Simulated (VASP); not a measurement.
Input of a VASP 6.6.1 run:

File INCAR:

```
PREC     = Accurate       # precision mode
ENCUT    = 520            # plane-wave cutoff, eV
EDIFF    = 1E-6           # SCF threshold, eV
ISMEAR   = -1             # smearing method
SIGMA    = 0.05           # smearing width, eV
LREAL    = F              # projectors in reciprocal space
LASPH    = T              # aspherical terms in the spheres
NELM     = 60             # most SCF steps
ALGO     = Normal         # electronic algorithm
ISIF     = 2              # what is computed and relaxed
LWAVE    = F              # write WAVECAR
LCHARG   = F              # write CHGCAR
GGA      = PS             # functional
NBANDS   = 12             # bands
```

File KPOINTS:

```
Automatic mesh
0
Gamma
  7 7 7
```

POSCAR

```
Sc
1.0
    1.8131988947      1.8131988947      1.8131988947
   -1.8131988947      1.8131988947      1.8131988947
   -1.8131988947     -1.8131988947      1.8131988947
Sc
1
Direct
    0.0000000000      0.0000000000      0.0000000000
```

Potentials or basis: VASP PAW PBE potentials, release 64 (Sc_sv).

The run is started by

```sh
$ cat potpaw_PBE.64/Sc_sv/POTCAR > POTCAR
$ mpirun -np 1 vasp_std > vasp.out
```

Task: Estimate the pressure.

Result: 0.0 GPa.

Caveat: the PAW data sets were made with another functional, which shifts forces and pressure a little.
